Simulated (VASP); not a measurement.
Runs of VASP 6.6.1 on Ga. The structure is that of space group Im-3m (No. 229), or close to it. The cells are those of the table. This isn't the form of Ga at room conditions, which is orthorhombic.

```csv
task,cell,cutoff (eV),gap on the mesh (eV),pressure (GPa)
relaxation of cell and atoms,"relaxed to 0.71 GPa from a = 2.910 Å, angles 109.5°, 1 atom",600,none,0.7
relaxation of cell and atoms,"relaxed from a = 2.912 Å, angles 109.5°, 1 atom",600,none,0.0
single point,"a = 2.910 Å, angles 109.5°, 1 atom",520,none,0.8
single point,"a = 2.923 Å, angles 109.5°, 1 atom",520,none,(a)
```

Alike in all rows: level PBE; potentials or basis VASP PAW PBE potentials, release 64 (Ga_d); no spin polarisation; k mesh 16 × 16 × 16; smearing fermi-dirac 0.08 eV.

**Question.** Fill in the values left out.

**Answer.** (a) 0.1.

Caveats: the relaxation stopped at its first step, so nothing moved (at least some runs); the cell is relaxed towards a set pressure, so the run minimises the enthalpy, not the energy (at least some runs).

A k mesh can miss the band edges, and the runs leave out spin-orbit coupling on Ga.

A gap of «none» marks levels without a gap at the run's occupations.
